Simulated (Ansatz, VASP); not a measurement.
**Two plane-wave programs on Zr2Zn2N3**

The input INCAR:

```
SYSTEM = Zr2Zn2N3
PREC = Accurate
ENCUT = 520
EDIFF = 1E-6
ISMEAR = 0
SIGMA = 0.1
LREAL = .False.
LASPH = .True.
NELM = 60
ALGO = Normal
ISIF = 2
LWAVE = .False.
LCHARG = .False.
GGA = PE
NBANDS = 40
```

KPOINTS

```
regular mesh
0
Gamma
  6 6 6
  0 0 0
```

Contents of POSCAR:

```
Zr2Zn2N3
1.0
    2.5356088200      1.4639344400      4.2672094300
   -2.5356088200      1.4639344400      4.2672094300
    0.0000000000     -2.9278688700      4.2672094300
Zr Zn N
2 2 3
Direct
    0.5000000000      0.5000000000      0.5000000000
    0.0000000000      0.0000000000      0.0000000000
    0.3136986700      0.3136986700      0.3136986700
    0.6863013300      0.6863013300      0.6863013300
    0.0000000000      0.0000000000      0.5000000000
    0.5000000000      0.0000000000      0.0000000000
    0.0000000000      0.5000000000      0.0000000000
```

Input for Ansatz:

```yaml
crystal:
  lattice:
    - [2.53560882, 1.46393444, 4.26720943]
    - [-2.53560882, 1.46393444, 4.26720943]
    - [0.0, -2.92786887, 4.26720943]
  atoms:
    - { symbol: Zr, position: [0.5, 0.5, 0.5] }
    - { symbol: Zr, position: [0.0, 0.0, 0.0] }
    - { symbol: Zn, position: [0.31369867, 0.31369867, 0.31369867] }
    - { symbol: Zn, position: [0.68630133, 0.68630133, 0.68630133] }
    - { symbol: "N", position: [0.0, 0.0, 0.5] }
    - { symbol: "N", position: [0.5, 0.0, 0.0] }
    - { symbol: "N", position: [0.0, 0.5, 0.0] }
basis:
  ecutwfc: 420
kpoints:
  mp_grid: { grid: [6, 6, 6] }
hamiltonian:
  xc: pbe
scf:
  occupations: { method: gaussian, width: 0.1 }
  lower_state_search: "off"
output:
  forces: true
  stress: true
  eigenvalues: true
```

Alike in both runs: task single point; functional PBE; k mesh 6 × 6 × 6; occupations gaussian, width 0.1 eV; no spin polarisation.

|  | VASP | Ansatz |
| --- | --- | --- |
| version | VASP 6.6.1 | Ansatz 0.2.0 |
| potentials or method | VASP PAW PBE potentials, release 64 (Zr_sv, Zn, N), cutoff 520 eV | scalar-relativistic, plane waves, PAW |
| valence electrons in the cell | 63 | 63 |

|  | VASP | Ansatz | Ansatz less VASP |
| --- | --- | --- | --- |
| gap on the k mesh at the Fermi level (eV) | none | none | - |
| pressure (GPa) | -11.8 | -12.0 | -0.19 |
| traceless stress, the component that is largest in VASP (GPa) | 11.02 | 10.81 | -0.205 |
| rms of the force components (eV/Å) | 1.474 | 1.469 | -0.0049 |

Atom by atom the forces differ by 0.005 eV/Å (rms over components). A gap of «none» marks a metal or a gap that the smearing closes.
